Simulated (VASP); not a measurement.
The system is Tc.

```
CELL_PARAMETERS angstrom
2.68407 0.00000 0.00000
-1.34203 2.32447 0.00000
0.00000 0.00000 4.30822
ATOMIC_POSITIONS crystal
Tc 0.66667 0.33333 0.75000
Tc 0.33333 0.66667 0.25000
```

Base run:

| Item | Value |
| --- | --- |
| Program | VASP 6.6.1 |
| Functional | PBEsol |
| Potentials or basis | VASP PAW PBE potentials, release 64 (Tc_pv) |
| Cutoff | 520 eV |
| k mesh | 11 × 11 × 6 |
| Occupations | fermi-dirac, width 0.05 eV |
| Spin | no spin polarisation |

Its results: band gap on the k mesh zero (band 13 reaches 15.17 eV, above the bottom of band 14 at 11.75 eV); pressure 13.9 GPa.

The run is repeated on the same cell with these changes: functional from PBEsol to r2SCAN; further incar settings from ALGO = Normal; EDIFF = 1e-07; NBANDS = 20 to ALGO = Normal; EDIFF = 1e-06; NBANDS = 20. What comes out?

Band gap on the k mesh zero (band 13 reaches 15.31 eV, above the bottom of band 14 at 11.76 eV); pressure 20.7 GPa.

Caveats: the PAW data sets were made with another functional, which shifts forces and pressure a little.
